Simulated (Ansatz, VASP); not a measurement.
## One calculation of ZnSe, two programs

The input INCAR:

```
SYSTEM = ZnSe
ALGO = Normal ; EDIFF = 1E-6
ENCUT = 520 ; GGA = PE
ISIF = 2 ; ISMEAR = -1
LASPH = .TRUE. ; LCHARG = .FALSE.
LREAL = .FALSE. ; LWAVE = .FALSE.
NBANDS = 16 ; NELM = 100
PREC = Accurate ; SIGMA = 0.05
```

The input KPOINTS:

```
k-points
0
G
  8 8 8
  0 0 0
```

The input POSCAR:

```
ZnSe
1.0
    0.0000000000      2.8147806350      2.8147806350
    2.8147806350      0.0000000000      2.8147806350
    2.8147806350      2.8147806350      0.0000000000
Se Zn
1 1
Direct
    0.7500000000      0.7500000000      0.7500000000
    0.0000000000      0.0000000000      0.0000000000
```

The input input.yaml:

```yaml
crystal:
  lattice:
    - [0.0, 2.814780635, 2.814780635]
    - [2.814780635, 0.0, 2.814780635]
    - [2.814780635, 2.814780635, 0.0]
  atoms:
    - { symbol: Se, position: [0.75, 0.75, 0.75] }
    - { symbol: Zn, position: [0.0, 0.0, 0.0] }
kpoints:
  mp_grid: { grid: [8, 8, 8] }
scf:
  occupations: { method: fermi_dirac, width: 0.05 }
hamiltonian:
  xc: pbe
  pseudopotentials: { kind: all_electron, lapw: { basis_error: 0.0005 } }
output:
  forces: true
  stress: true
  eigenvalues: true
```

Change from the starting cell: volume scaled by 0.98.

Alike in both runs: task single point; functional PBE; k mesh 8 × 8 × 8; occupations fermi-dirac, width 0.05 eV; no spin polarisation.

|  | VASP | Ansatz |
| --- | --- | --- |
| version | VASP 6.6.1 | Ansatz 0.2.0 |
| potentials or method | VASP PAW PBE potentials, release 64 (Se, Zn), cutoff 520 eV | all-electron LAPW, scalar-relativistic |

|  | VASP | Ansatz | Ansatz less VASP |
| --- | --- | --- | --- |
| gap on the k mesh at the Fermi level (eV) | 1.37 | 1.37 | 0.000 |
| least direct gap on the mesh (eV) | 1.37 | 1.37 | 0.000 |
| pressure (GPa) | 3.7 | 3.5 | -0.23 |

Ansatz ran all-electron here, and VASP with PAW potentials.
